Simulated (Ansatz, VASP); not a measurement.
# P: VASP beside Ansatz

Contents of INCAR:

```
PREC = Accurate
ENCUT = 400
EDIFF = 1E-8
ISMEAR = 0
SIGMA = 0.01
LREAL = F
LASPH = T
NELM = 120
ALGO = Normal
ISIF = 2
LWAVE = F
LCHARG = F
GGA = CA
LEFG = T
ISYM = 0
NBANDS = 8
GGA_COMPAT = F
```

File KPOINTS:

```
Automatic mesh
0
Gamma
  10 10 9
```

POSCAR

```
P
1.0
    4.2729048574      0.0000000000      0.0000000000
    0.0000000000      4.2729048574      0.0000000000
    0.0000000000      0.0000000000      4.3780000000
P
1
Direct
    0.0000000000      0.0000000000      0.0000000000
```

Input for Ansatz:

```yaml
crystal:
  lattice:
    - [4.2729048574, 0.0, 0.0]
    - [0.0, 4.2729048574, 0.0]
    - [0.0, 0.0, 4.378]
  atoms:
    - { symbol: P, position: [0.0, 0.0, 0.0] }
  symmetry: { detect: false }
kpoints:
  mp_grid: { grid: [10, 10, 9] }
  band_path:
    path:
      - [0.0, 0.0, 0.0]
      - [0.0, 0.5, 0.0]
      - [0.5, 0.5, 0.0]
      - [0.0, 0.0, 0.0]
      - [0.0, 0.0, 0.5]
      - [0.0, 0.5, 0.5]
      - [0.5, 0.5, 0.5]
      - [0.0, 0.0, 0.5]
      - [0.0, 0.5, 0.0]
    npoints: 5
scf:
  occupations: { method: gaussian, width: 0.01 }
  lower_state_search: light
hamiltonian:
  xc: lda
  pseudopotentials: { kind: paw }
output:
  forces: true
  stress: true
  eigenvalues: true
  efg: { contact_densities: true }
```

Alike in both runs: task electric field gradients; functional LDA; k mesh 10 × 10 × 9; occupations gaussian, width 0.01 eV; no spin polarisation.

|  | VASP | Ansatz |
| --- | --- | --- |
| version | VASP 6.6.1 | Ansatz 0.2.0 |
| potentials or method | VASP PAW LDA potentials, release 64 (P) | PAW with Ansatz's default frozen-core files, scalar-relativistic |
| plane-wave cutoff (eV) | 400 | 420 |
| valence electrons in the cell | 5 | 5 |

|  | VASP | Ansatz | Ansatz less VASP |
| --- | --- | --- | --- |
| gap on the k mesh at the Fermi level (eV) | none | none | - |
| pressure (GPa) | -4.2 | -4.2 | +0.01 |
| traceless stress, the component that is largest in VASP (GPa) | 0.30 | 0.30 | -0.002 |

LDA's correlation is that of Perdew and Zunger in VASP and of Perdew and Wang (1992) in Ansatz. A gap of «none» marks a metal or a gap that the smearing closes.
